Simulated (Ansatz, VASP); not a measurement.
## Two plane-wave programs on V

```
CELL_PARAMETERS angstrom
-1.51300 1.51300 1.51300
1.51300 -1.51300 1.51300
1.51300 1.51300 -1.51300
ATOMIC_POSITIONS crystal
V 0.27000 0.70700 0.28300
```

Alike in both runs: task single point; functional PBE; k mesh 6 × 6 × 6; collinear spin.

|  | VASP | Ansatz |
| --- | --- | --- |
| version | VASP 6.6.1 | Ansatz 0.2.0 |
| potentials or method | VASP PAW PBE potentials, release 64 (V_sv), cutoff 500 eV | scalar-relativistic, plane waves, PAW |
| occupations | methfessel-paxton of order 1, width 0.067 eV | cold, width 0.067 eV |
| valence electrons in the cell | 13 | 13 |

```csv
,VASP,Ansatz,Ansatz less VASP
gap on the k mesh at the Fermi level (eV),none,none,-
pressure (GPa),-4.0,-3.8,+0.12
net moment per atom (μB),0.64,0.65,+0.008
size of the moment on the site where the two differ most (μB),0.50,0.48,-0.015
```

Site moments also hang on the region over which each program counts them. A gap of «none» marks a metal or a gap that the smearing closes. Ansatz's warnings: stability check not made.

The k mesh is coarse, so the values compare programs but aren't converged.
